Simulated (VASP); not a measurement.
The system is Ir.

```
Ir
1.0
     0.00000    1.91970    1.91970
     1.91970    0.00000    1.91970
     1.91970    1.91970    0.00000
Ir
1
Direct
  0.00000 0.00000 0.00000
```

* Program: VASP 6.6.1
* Task: relaxation of cell and atoms
* Functional: LDA
* Potentials or basis: VASP PAW LDA potentials, release 64 (Ir_sv_GW)
* Cutoff: 560 eV
* k mesh: 14 × 14 × 14
* Occupations: fermi-dirac, width 0.1 eV
* Spin: no spin polarisation

At the start: pressure -8.6 GPa; volume 14.15 Å³/atom.

Where does the relaxation end?

Over 4 steps the energy falls by 8.3 meV/atom and the volume is 13.85 Å³/atom (-2.1 %); space group Fm-3m (No. 225, to 0.1 Å) before and after.

Step by step:
```csv
step,energy change (eV),largest force (eV/Å),pressure (GPa),volume (Å³)
1,0.0000,0.0000,-8.55,14.15
2,0.1490,0.0000,46.35,12.66
3,-0.0083,0.0000,-0.38,13.86
4,-0.0083,0.0000,-0.05,13.85
```

Final structure:
```
Ir
1.0
     0.00000    1.90593    1.90593
     1.90593    0.00000    1.90593
     1.90593    1.90593    0.00000
Ir
1
Direct
  0.00000 0.00000 0.00000
```
